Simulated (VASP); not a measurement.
Set up this calculation in VASP 6.6.1, as the native input.

```yaml
Task: single point
Functional: PBE
Potentials_or_basis: VASP PAW PBE potentials, release 64 (Ta_pv, S)
Cutoff: 520 eV
k_mesh: 3 × 3 × 2
Occupations: gaussian, width 0.1 eV
Spin: collinear spin, ferromagnetic start
Starting_moments: "[1.0, 1.0, 1.0, 0.0, 0.0, 0.0, 0.0, 0.0] μB"
Dipole_correction: no
Further_INCAR_settings: ALGO = Normal; EDIFF = 1e-07; NBANDS = 46
```

The structure of Ta3S5 lies in POSCAR:

```
Ta3S5
1.0
    6.0863045200      0.0000000000      0.0000000000
   -3.0431522600      5.2708943300      0.0000000000
    0.0000000000      0.0000000000      9.6032680500
Ta S
3 5
Direct
    0.5000000000      0.0000000000      0.0000000000
    0.0000000000      0.5000000000      0.0000000000
    0.5000000000      0.5000000000      0.0000000000
    0.5000000000      0.0000000000      0.5000000000
    0.0000000000      0.5000000000      0.5000000000
    0.5000000000      0.5000000000      0.5000000000
    0.0000000000      0.0000000000      0.6709017800
    0.0000000000      0.0000000000      0.3290982200
```

These files were run (other wordings do the same):

INCAR

```
PREC = Accurate ; ENCUT = 520
EDIFF = 1E-7 ; ISMEAR = 0
SIGMA = 0.1 ; LREAL = False
LASPH = True ; NELM = 150
ALGO = Normal ; ISIF = 2
LWAVE = False ; LCHARG = False
ISPIN = 2 ; MAGMOM = 1 1 1 0 0 0 0 0
LORBIT = 11 ; LMAXMIX = 4
GGA = PE ; NBANDS = 46
```

KPOINTS

```
Automatic mesh
0
Gamma
  3 3 2
```

Potentials or basis: VASP PAW PBE potentials, release 64 (Ta_pv, S).

Launch:

```bash
$ cat potpaw_PBE.64/Ta_pv/POTCAR potpaw_PBE.64/S/POTCAR > POTCAR
$ mpirun -np 1 vasp_std > vasp.out
```

It gave:

- Pressure: -10.8 GPa
- Largest force: 0.062 eV/Å
- Net moment: 1.45 μB per cell
- Site moments: Ta +0.81; S -0.04, -0.78 μB
- Valence electrons inside the program's atomic spheres: Ta 8.52; S 3.43, 3.46

Caveat: the k points lie up to 0.40 Å⁻¹ apart.

Wall time 6.4 min on 1 thread of Oxide Virtual Turin-like Processor, on a shared host, peak memory 0.54 GiB.
